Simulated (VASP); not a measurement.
Here is a VASP 6.6.1 calculation.

The input POSCAR:

```
Ta
1.0
   -1.6512800000      1.6512800000      1.4035880000
    1.6512800000     -1.6512800000      1.4035880000
    1.6512800000      1.6512800000     -1.4035880000
Ta
1
Direct
    0.0000000000      0.0000000000      0.0000000000
```

File INCAR.step1:

```
  PREC = Accurate
  ENCUT = 520
  ISMEAR = 0
  SIGMA = 0.15
  LREAL = F
  LASPH = T
  NELM = 80
  NBANDS = 12
  GGA = PE
  ALGO = Normal
  EDIFF = 1E-4
  LWAVE = T
  LCHARG = F
```

The input INCAR.step2:

```
  PREC = Accurate
  ENCUT = 520
  EDIFF = 1E-6
  ISMEAR = 0
  SIGMA = 0.15
  LREAL = F
  LASPH = T
  NELM = 80
  ALGO = Normal
  ISIF = 2
  LWAVE = F
  LCHARG = F
  METAGGA = R2SCAN
  LMIXTAU = T
  NBANDS = 12
  ISTART = 1
```

KPOINTS

```
regular mesh
0
Gamma
  20 20 20
```

Potentials or basis: VASP PAW PBE potentials, release 64 (Ta_pv).

The run is started by

```bash
$ cat potpaw_PBE.64/Ta_pv/POTCAR > POTCAR
$ cp INCAR.step1 INCAR
$ mpirun -np 1 vasp_std > vasp.out
$ cp INCAR.step2 INCAR
$ mpirun -np 1 vasp_std > vasp.out
```

What does it give for the band gap on the k mesh?

Zero (an odd number of electrons rules out a gap without spin polarisation).

Estimate the pressure.

49.5 GPa.

Stress tensor (GPa, compression positive):
```
41.26  0.00  0.00
 0.00 41.26  0.00
 0.00  0.00 66.11
```

Caveat: the cell differs from its parent crystal (strain -0.1500 x Voigt [0, 0, 1, 0, 0, 0]); the cell stands under pressure; the PAW data sets were made with another functional, which shifts forces and pressure a little; spin-orbit coupling is left out, which moves the levels of the heavy elements.
